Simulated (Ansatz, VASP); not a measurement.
AlNi: VASP beside Ansatz

INCAR

```
SYSTEM = AlNi
PREC = Accurate
ENCUT = 520
EDIFF = 1E-7
ISMEAR = 0
SIGMA = 0.15
LREAL = .False.
LASPH = .True.
NELM = 60
ALGO = Fast
ISIF = 2
LWAVE = .False.
LCHARG = .False.
GGA = PS
NBANDS = 14
```

The input KPOINTS:

```
Automatic mesh
0
Gamma
  18 18 18
  0 0 0
```

Contents of POSCAR:

```
AlNi
1.0
    3.1297649604      0.0000000000      0.0000000000
    0.0000000000      3.1297649604      0.0000000000
    0.0000000000      0.0000000000      2.4412166691
Al Ni
1 1
Direct
    0.0000000000      0.0000000000      0.0000000000
    0.5000000000      0.5000000000      0.5000000000
```

Input for Ansatz:

```yaml
crystal:
  lattice:
    - [3.1297649604, 0.0, 0.0]
    - [0.0, 3.1297649604, 0.0]
    - [0.0, 0.0, 2.4412166691]
  atoms:
    - { symbol: Al, position: [0.0, 0.0, 0.0] }
    - { symbol: Ni, position: [0.5, 0.5, 0.5] }
basis:
  ecutwfc: 420
kpoints:
  mp_grid: { grid: [18, 18, 18] }
hamiltonian:
  xc: pbesol
scf:
  occupations: { method: gaussian, width: 0.15 }
output:
  forces: true
  stress: true
  eigenvalues: true
```

Alike in both runs: task single point; functional PBEsol; k mesh 18 × 18 × 18; occupations gaussian, width 0.15 eV; no spin polarisation.

```csv
,VASP,Ansatz
version,VASP 6.6.1,Ansatz 0.2.0
potentials or method,"VASP PAW PBE potentials, release 64 (Al, Ni), cutoff 520 eV","scalar-relativistic, plane waves, PAW"
valence electrons in the cell,13,21
```

|  | VASP | Ansatz | Ansatz less VASP |
| --- | --- | --- | --- |
| gap on the k mesh at the Fermi level (eV) | none | none | - |
| pressure (GPa) | 3.0 | 2.9 | -0.13 |
| traceless stress, the component that is largest in VASP (GPa) | 30.02 | 29.89 | -0.130 |

VASP's potentials were made for PBE, not for PBEsol. A gap of «none» marks a metal or a gap that the smearing closes. VASP's potentials hold 13 valence electrons a cell and Ansatz's 21, so a difference there can come from the potentials and not from the codes.
